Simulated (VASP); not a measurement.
Te, 3 atoms in the cell. Symmetry: P3_121, No. 152, trigonal system. Conventional cell: a = 4.522 Å, b = 4.522 Å, c = 5.954 Å, α = 90.00°, β = 90.00°, γ = 120.00°. Within 3.8 Å of Te (site symmetry 2) lie 6 Te at 2.89 to 3.51 Å. 

* Program: VASP 6.6.1
* Task: single point
* Functional: PBE
* Potentials or basis: VASP PAW PBE potentials, release 64 (Te)
* Cutoff: 520 eV
* k mesh: 7 × 7 × 5
* Occupations: fermi-dirac, width 0.05 eV
* Spin: no spin polarisation
* Dipole correction: no
* Further INCAR settings: ALGO = Normal; EDIFF = 1e-06; NBANDS = 16

Potentials or basis: VASP PAW PBE potentials, release 64 (Te).

Run with:

```bash
$ cat potpaw_PBE.64/Te/POTCAR > POTCAR
$ mpirun -np 1 vasp_std > vasp.out
```

Hardware: 1 thread of Intel Xeon 8259CL, on a shared host.

Q: Estimate the wall time of this run.

A: It took 90 s on 1 thread of Intel Xeon 8259CL (shared host), peak memory 0.25 GiB. Counts: scf iterations 12, k points 32.
